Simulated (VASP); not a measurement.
Input of a VASP 6.6.1 run:

File INCAR:

```
SYSTEM = Os
PREC = Accurate
ENCUT = 520
EDIFF = 1E-7
ISMEAR = -1
SIGMA = 0.1
LREAL = .False.
LASPH = .True.
NELM = 100
ALGO = Normal
ISIF = 2
LWAVE = .False.
LCHARG = .False.
GGA = RE
NBANDS = 10
```

Contents of KPOINTS:

```
Automatic mesh
0
Gamma
  16 16 16
  0 0 0
```

POSCAR

```
Os
1.0
    0.0000000000      1.8528369116      1.8528369116
    1.8528369116      0.0000000000      1.8528369116
    1.8528369116      1.8528369116      0.0000000000
Os
1
Direct
    0.0000000000      0.0000000000      0.0000000000
```

Potentials or basis: VASP PAW PBE potentials, release 64 (Os).

The run is started by

```bash
$ cat potpaw_PBE.64/Os/POTCAR > POTCAR
$ mpirun -np 1 vasp_std > vasp.out
```

(1) Estimate the band gap on the k mesh.

(2) Predict the pressure.

Answers

(1) zero (band 4 reaches 13.76 eV, above the bottom of band 5 at 8.95 eV).

(2) 66.6 GPa.

Caveat: the PAW data sets were made with another functional, which shifts forces and pressure a little; spin-orbit coupling is left out, which moves the levels of the heavy elements.
